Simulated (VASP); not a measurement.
# AlN (R3m) in VASP: notebook, part 2 of 2

VASP 6.6.1. Earlier steps stand in the parts before.

## 4. Single point, r2SCAN

The input, POSCAR:

```
AlN
1.0
    0.0000000000      2.1839935596      2.1839935596
    2.1839935596      0.0000000000      2.1839935596
    2.1839935596      2.1839935596      0.0000000000
Al N
1 1
Direct
   -0.0198266474     -0.0198266474     -0.0198266474
    0.7500000000      0.7500000000      0.7500000000
```

The input, INCAR.step1:

```
SYSTEM = AlN
PREC = Accurate
ENCUT = 520
ISMEAR = 0
SIGMA = 0.05
LREAL = .FALSE.
LASPH = .TRUE.
NELM = 80
NBANDS = 11
GGA = PE
ALGO = Normal
EDIFF = 1E-4
LWAVE = .TRUE.
LCHARG = .FALSE.
```

The input, INCAR.step2:

```
SYSTEM = AlN
PREC = Accurate
ENCUT = 520
EDIFF = 1E-7
ISMEAR = 0
SIGMA = 0.05
LREAL = .FALSE.
LASPH = .TRUE.
NELM = 80
ALGO = Normal
ISIF = 2
LWAVE = .FALSE.
LCHARG = .TRUE.
METAGGA = R2SCAN
LMIXTAU = .TRUE.
LELF = .TRUE.
LVHAR = .TRUE.
NBANDS = 11
ISTART = 1
```

The input, KPOINTS:

```
Automatic mesh
0
G
  10 10 10
  0 0 0
```

Potentials or basis: VASP PAW PBE potentials, release 64 (Al, N).

Run with:

```console
$ cat potpaw_PBE.64/Al/POTCAR potpaw_PBE.64/N/POTCAR > POTCAR
$ cp INCAR.step1 INCAR
$ mpirun -np 1 vasp_std > vasp.out
$ cp INCAR.step2 INCAR
$ mpirun -np 1 vasp_std > vasp.out
```

OUTCAR:

```text
SYSTEM = AlN
   PREC = Accurate
   ENCUT = 520
   EDIFF = 1E-7
   ISMEAR = 0
   LREAL = .FALSE.
   LASPH = .TRUE.
   NELM = 80
   ISIF = 2
   METAGGA = R2SCAN
   ISTART = 1

 ion  position               nearest neighbor table
   1  0.980  0.980  0.980-   2 1.74   2 1.95   2 1.95   2 1.95
   2  0.750  0.750  0.750-   1 1.74   1 1.95   1 1.95   1 1.95

  LATTYP: Found a face centered cubic cell.
 ALAT       =     4.3679871192

  Lattice vectors:

 A1 = (   0.0000000000,   2.1839935596,   2.1839935596)
 A2 = (   2.1839935596,   0.0000000000,   2.1839935596)
 A3 = (   2.1839935596,   2.1839935596,   0.0000000000)

Analysis of symmetry for initial positions (statically):
=====================================================================
 Subroutine PRICEL returns:
 Original cell was already a primitive cell.

 Routine SETGRP: Setting up the symmetry group for a
 face centered cubic supercell.

 Subroutine GETGRP returns: Found  6 space group operations
 (whereof  6 operations were pure point group operations)
 out of a pool of 48 trial point group operations.

The static configuration has the point symmetry C_3v.

Analysis of symmetry for dynamics (positions and initial velocities):
=====================================================================
 Subroutine PRICEL returns:
 Original cell was already a primitive cell.

 Routine SETGRP: Setting up the symmetry group for a
 face centered cubic supercell.

 Subroutine GETGRP returns: Found  6 space group operations
 (whereof  6 operations were pure point group operations)
 out of a pool of 48 trial point group operations.

The dynamic configuration has the point symmetry C_3v.

 Subroutine INISYM returns: Found  6 space group operations
 (whereof  6 operations are pure point group operations),
 and found     1 'primitive' translations

----------------------------------------------------------------------------------------

[... 119 lines left out ...]
   AEXX    =    0.0000 exact exchange contribution
   IVDW    =     0    specifies the selected vdW correction
   LEPSILON=     F    determine dielectric tensor
   LRPA    =     F    only Hartree local field effects (RPA)
 non-spin polarized calculation
 Gauss-broadening in eV      SIGMA  =   0.05
  energy-cutoff  :      520.00
  volume of cell :       20.83
 maximum number of plane-waves:       571
   NGX = 11   NGY = 11   NGZ = 11

 number of electron       8.0000000 magnetization

 Free energy of the ion-electron system (eV)
  ---------------------------------------------------
  ext. energy  EPLUGINS =         0.00000000
  ---------------------------------------------------
  free energy    TOTEN  =       -18.96302054 eV

  energy without entropy =      -18.96302054  energy(sigma->0) =      -18.96302054

 E-fermi :   6.1629     XC(G=0): -11.4136

 val. band max:        5.9051619808   @ k =   0.0000   0.0000   0.0000
 cond. band min:       9.6230384306   @ k =   0.5000   0.5000   0.0000
 fundamental gap:      3.7178764498
 Fermi energy:         6.1629405411

 k-point     1 :       0.0000    0.0000    0.0000
  band No.  band energies     occupation
      1     -10.0590      2.00000
      2       5.2149      2.00000
      3       5.9052      2.00000
      4       5.9052      2.00000
      5      10.5354      0.00000
      6      19.1699      0.00000
      7      19.1699      0.00000
      8      19.3251      0.00000
      9      24.1387      0.00000
     10      24.1387      0.00000
     11      25.7617      0.00000
[... 309 lines left out ...]
 k-point    24 :       0.5000    0.4000    0.5000
  band No.  band energies     occupation
      1      -7.9824      2.00000
      2      -0.1715      2.00000
      3       4.9374      2.00000
      4       5.2569      2.00000
      5      14.0463      0.00000
      6      15.3977      0.00000
      7      18.1943      0.00000
      8      18.3778      0.00000
      9      24.5396      0.00000
     10      26.6382      0.00000
     11      27.2455      0.00000

 [... further k-points ...]

------------------------ aborting loop because EDIFF is reached ----------------------------------------

  FORCE on cell =-STRESS in cart. coord.  units (eV):
  Direction    XX          YY          ZZ          XY          YZ          ZX
  --------------------------------------------------------------------------------------
  -------------------------------------------------------------------------------------
  Total        0.4613143      0.4613143      0.4613143      1.1411574      1.1411574      1.1411574
  in kB       35.4750844     35.4750844     35.4750844     87.7550409     87.7550409     87.7550409
  external PRESSURE =      35.4750844 kB  Pullay stress =       0.0000000 kB

 VOLUME and BASIS-vectors are now :
 -----------------------------------------------------------------------------
  energy-cutoff  :      520.00
  volume of cell :       20.83
      direct lattice vectors                 reciprocal lattice vectors
     0.000000000  2.183993560  2.183993560    -0.228938404  0.228938404  0.228938404
     2.183993560  0.000000000  2.183993560     0.228938404 -0.228938404  0.228938404
     2.183993560  2.183993560  0.000000000     0.228938404  0.228938404 -0.228938404

 POSITION                                       TOTAL-FORCE (eV/Angst)
 -----------------------------------------------------------------------------------
      4.28138      4.28138      4.28138         1.876475      1.876475      1.876475
      3.27599      3.27599      3.27599        -1.876475     -1.876475     -1.876475
 -----------------------------------------------------------------------------------
    total drift:                                0.003348      0.003348      0.003348

  FREE ENERGIE OF THE ION-ELECTRON SYSTEM (eV)
  ---------------------------------------------------
  free  energy   TOTEN  =       -18.9630205444 eV

  energy  without entropy=      -18.9630205444  energy(sigma->0) =      -18.96302054
```

Wall time 95 s (1 thread of Intel Xeon 8259CL, shared host); peak memory 0.15 GiB.

What came out:

```yaml
Free_energy: -18.9630 eV
Pressure: 3.5 GPa
Largest_force: 3.250 eV/Å
Band_gap_on_the_k_mesh: 3.72 eV (least direct gap 4.63 eV)
```

Forces in eV/Å, atoms in the order of the input:
```
Al   1.876  1.876  1.876
N   -1.876 -1.876 -1.876
```

Stress tensor (GPa, compression positive):
```
3.55 8.78 8.78
8.78 3.55 8.78
8.78 8.78 3.55
```

Caveat: the cell differs from its parent crystal (all Al atoms moved +0.150 Å, as atom 1 towards its neighbour atom 2 (N) at 1.891 Å); the cell stands under pressure; the PAW data sets were made with another functional, which shifts forces and pressure a little.

## 5. Single point, r2SCAN

POSCAR, as its differences from that of step 4:

```diff
@@ -8,3 +8,3 @@
 Direct
-   -0.0198266474     -0.0198266474     -0.0198266474
+    0.0099133237      0.0099133237      0.0099133237
     0.7500000000      0.7500000000      0.7500000000
```

The input, INCAR.step1:

```
SYSTEM = AlN
PREC = Accurate ; ENCUT = 520
ISMEAR = 0 ; SIGMA = 0.05
LREAL = .False. ; LASPH = .True.
NELM = 60 ; NBANDS = 11
GGA = PE ; ALGO = Normal
EDIFF = 1E-4 ; LWAVE = .True.
LCHARG = .False.
```

The input, INCAR.step2:

```
SYSTEM = AlN
PREC = Accurate ; ENCUT = 520
EDIFF = 1E-6 ; ISMEAR = 0
SIGMA = 0.05 ; LREAL = .False.
LASPH = .True. ; NELM = 60
ALGO = Normal ; ISIF = 2
LWAVE = .False. ; LCHARG = .False.
METAGGA = R2SCAN ; LMIXTAU = .True.
NBANDS = 11 ; ISTART = 1
```

The input, KPOINTS:

```
Automatic mesh
0
Gamma
  10 10 10
  0 0 0
```

Potentials or basis: VASP PAW PBE potentials, release 64 (Al, N).

Run with:

```console
$ cat potpaw_PBE.64/Al/POTCAR potpaw_PBE.64/N/POTCAR > POTCAR
$ cp INCAR.step1 INCAR
$ mpirun -np 1 vasp_std > vasp.out
$ cp INCAR.step2 INCAR
$ mpirun -np 1 vasp_std > vasp.out
```

OUTCAR:

```text
SYSTEM = AlN
   PREC = Accurate
   ENCUT = 520
   EDIFF = 1E-6
   ISMEAR = 0
   LREAL = .False.
   LASPH = .True.
   NELM = 60
   ISIF = 2
   METAGGA = R2SCAN
   ISTART = 1

 ion  position               nearest neighbor table
   1  0.010  0.010  0.010-   2 1.87   2 1.87   2 1.87   2 1.97
   2  0.750  0.750  0.750-   1 1.87   1 1.87   1 1.87   1 1.97

  LATTYP: Found a face centered cubic cell.
 ALAT       =     4.3679871192

  Lattice vectors:

 A1 = (   0.0000000000,   2.1839935596,   2.1839935596)
 A2 = (   2.1839935596,   0.0000000000,   2.1839935596)
 A3 = (   2.1839935596,   2.1839935596,   0.0000000000)

Analysis of symmetry for initial positions (statically):
=====================================================================
 Subroutine PRICEL returns:
 Original cell was already a primitive cell.

 Routine SETGRP: Setting up the symmetry group for a
 face centered cubic supercell.

 Subroutine GETGRP returns: Found  6 space group operations
 (whereof  6 operations were pure point group operations)
 out of a pool of 48 trial point group operations.

The static configuration has the point symmetry C_3v.

Analysis of symmetry for dynamics (positions and initial velocities):
=====================================================================
 Subroutine PRICEL returns:
 Original cell was already a primitive cell.

 Routine SETGRP: Setting up the symmetry group for a
 face centered cubic supercell.

 Subroutine GETGRP returns: Found  6 space group operations
 (whereof  6 operations were pure point group operations)
 out of a pool of 48 trial point group operations.

The dynamic configuration has the point symmetry C_3v.

 Subroutine INISYM returns: Found  6 space group operations
 (whereof  6 operations are pure point group operations),
 and found     1 'primitive' translations

----------------------------------------------------------------------------------------

[... 119 lines left out ...]
   AEXX    =    0.0000 exact exchange contribution
   IVDW    =     0    specifies the selected vdW correction
   LEPSILON=     F    determine dielectric tensor
   LRPA    =     F    only Hartree local field effects (RPA)
 non-spin polarized calculation
 Gauss-broadening in eV      SIGMA  =   0.05
  energy-cutoff  :      520.00
  volume of cell :       20.83
 maximum number of plane-waves:       571
   NGX = 11   NGY = 11   NGZ = 11

 number of electron       8.0000000 magnetization

 Free energy of the ion-electron system (eV)
  ---------------------------------------------------
  ext. energy  EPLUGINS =         0.00000000
  ---------------------------------------------------
  free energy    TOTEN  =       -19.14213197 eV

  energy without entropy =      -19.14213197  energy(sigma->0) =      -19.14213197

 E-fermi :   6.2183     XC(G=0): -11.4174

 val. band max:        5.9268386950   @ k =   0.0000   0.0000   0.0000
 cond. band min:       9.6273171371   @ k =   0.5000   0.5000   0.0000
 fundamental gap:      3.7004784421
 Fermi energy:         6.2183071791

 k-point     1 :       0.0000    0.0000    0.0000
  band No.  band energies     occupation
      1     -10.0501      2.00000
      2       5.5730      2.00000
      3       5.5730      2.00000
      4       5.9268      2.00000
      5      10.5723      0.00000
      6      19.1971      0.00000
      7      19.2266      0.00000
      8      19.2266      0.00000
      9      24.2098      0.00000
     10      24.2098      0.00000
     11      25.6057      0.00000
[... 309 lines left out ...]
 k-point    24 :       0.5000    0.4000    0.5000
  band No.  band energies     occupation
      1      -8.0060      2.00000
      2       0.1153      2.00000
      3       4.6435      2.00000
      4       4.9434      2.00000
      5      14.3386      0.00000
      6      15.4370      0.00000
      7      18.0439      0.00000
      8      18.5040      0.00000
      9      24.8967      0.00000
     10      26.3346      0.00000
     11      27.2164      0.00000

 [... further k-points ...]

------------------------ aborting loop because EDIFF is reached ----------------------------------------

  FORCE on cell =-STRESS in cart. coord.  units (eV):
  Direction    XX          YY          ZZ          XY          YZ          ZX
  --------------------------------------------------------------------------------------
  -------------------------------------------------------------------------------------
  Total        0.0683206      0.0683206      0.0683206     -0.3157049     -0.3157049     -0.3157049
  in kB        5.2538585      5.2538585      5.2538585    -24.2777207    -24.2777207    -24.2777207
  external PRESSURE =       5.2538585 kB  Pullay stress =       0.0000000 kB

 VOLUME and BASIS-vectors are now :
 -----------------------------------------------------------------------------
  energy-cutoff  :      520.00
  volume of cell :       20.83
      direct lattice vectors                 reciprocal lattice vectors
     0.000000000  2.183993560  2.183993560    -0.228938404  0.228938404  0.228938404
     2.183993560  0.000000000  2.183993560     0.228938404 -0.228938404  0.228938404
     2.183993560  2.183993560  0.000000000     0.228938404  0.228938404 -0.228938404

 POSITION                                       TOTAL-FORCE (eV/Angst)
 -----------------------------------------------------------------------------------
      0.04330      0.04330      0.04330        -0.546550     -0.546550     -0.546550
      3.27599      3.27599      3.27599         0.546550      0.546550      0.546550
 -----------------------------------------------------------------------------------
    total drift:                                0.004536      0.004536      0.004536

  FREE ENERGIE OF THE ION-ELECTRON SYSTEM (eV)
  ---------------------------------------------------
  free  energy   TOTEN  =       -19.1421319711 eV

  energy  without entropy=      -19.1421319711  energy(sigma->0) =      -19.14213197
```

Run time: 87 s. Hardware: 1 thread of Intel Xeon 8259CL, shared host; peak memory 0.15 GiB.

Results:

- Free energy: -19.1421 eV
- Pressure: 0.5 GPa
- Largest force: 0.947 eV/Å
- Band gap on the k mesh: 3.70 eV (least direct gap 4.65 eV)

Forces on the atoms (eV/Å):
```
Al  -0.547 -0.547 -0.547
N    0.547  0.547  0.547
```

Caveat: the cell differs from its parent crystal (all Al atoms moved -0.075 Å, as atom 1 towards its neighbour atom 2 (N) at 1.891 Å); the PAW data sets were made with another functional, which shifts forces and pressure a little. A k mesh can miss the band edges.

## 6. Overview

```csv
cell,gap on the mesh (eV),pressure (GPa),largest force (eV/Å)
"as given, atomic positions A",3.48,2.2,1.58
"as given, atomic positions B",3.82,0.7,1.36
"as given, atomic positions C",3.72,3.5,3.25
"as given, atomic positions D",3.70,0.5,0.95
```

Alike in all rows: task single point; level r2SCAN; potentials or basis VASP PAW PBE potentials, release 64 (Al, N); no spin polarisation; k mesh 10 × 10 × 10; cutoff (eV) 520; smearing gaussian 0.05 eV.

Caveats: the PAW data sets were made with another functional, which shifts forces and pressure a little; the cell stands under pressure (at least some runs).

Total energies depend on the potentials used, so only differences within one code and one set of settings carry meaning.
